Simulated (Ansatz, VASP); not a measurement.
# Al2Cu in VASP and in Ansatz

The input INCAR:

```
ALGO = Normal ; EDIFF = 1E-7
ENCUT = 520 ; GGA = PS
ISIF = 2 ; ISMEAR = -1
LASPH = T ; LCHARG = F
LREAL = F ; LWAVE = F
NBANDS = 16 ; NELM = 80
PREC = Accurate ; SIGMA = 0.05
```

File KPOINTS:

```
k-points
0
Gamma
  6 6 8
```

The input POSCAR:

```
Al2Cu
1.0
    4.1462338200      0.0000000000      0.0000000000
    0.0000000000      4.1462338200      0.0000000000
    0.0000000000      0.0000000000      2.8913130000
Cu Al
1 2
Direct
    0.0000000000      0.0000000000      0.0000000000
    0.0000000000      0.5000000000      0.5000000000
    0.5000000000      0.0000000000      0.5000000000
```

The input input.yaml:

```yaml
crystal:
  lattice:
    - [4.14623382, 0.0, 0.0]
    - [0.0, 4.14623382, 0.0]
    - [0.0, 0.0, 2.891313]
  atoms:
    - { symbol: Cu, position: [0.0, 0.0, 0.0] }
    - { symbol: Al, position: [0.0, 0.5, 0.5] }
    - { symbol: Al, position: [0.5, 0.0, 0.5] }
hamiltonian:
  xc: pbesol
  pseudopotentials: { kind: paw }
kpoints:
  mp_grid: { grid: [6, 6, 8] }
scf:
  occupations: { method: fermi_dirac, width: 0.05 }
output:
  forces: true
  stress: true
  eigenvalues: true
```

Alike in both runs: task single point; functional PBEsol; k mesh 6 × 6 × 8; occupations fermi-dirac, width 0.05 eV; no spin polarisation.

|  | VASP | Ansatz |
| --- | --- | --- |
| version | VASP 6.6.1 | Ansatz 0.2.0 |
| potentials or method | VASP PAW PBE potentials, release 64 (Cu, Al) | Ansatz PAW |
| plane-wave cutoff (eV) | 520 | 420 |
| valence electrons in the cell | 17 | 25 |

Ansatz gave:

| Item | Value |
| --- | --- |
| gap on the k mesh at the Fermi level (eV) | none |
| pressure (GPa) | -3.8 |
| traceless stress, the component that is largest in VASP (GPa) | -1.37 |

**Question.** What did VASP give for the same quantities?

**Answer.** gap on the k mesh at the Fermi level (eV): none; pressure (GPa): -3.7; traceless stress, the component that is largest in VASP (GPa): -1.39.

VASP's potentials were made for PBE, not for PBEsol. A gap of «none» marks a metal or a gap that the smearing closes. VASP's potentials hold 17 valence electrons a cell and Ansatz's 25, so a difference there can come from the potentials and not from the codes.
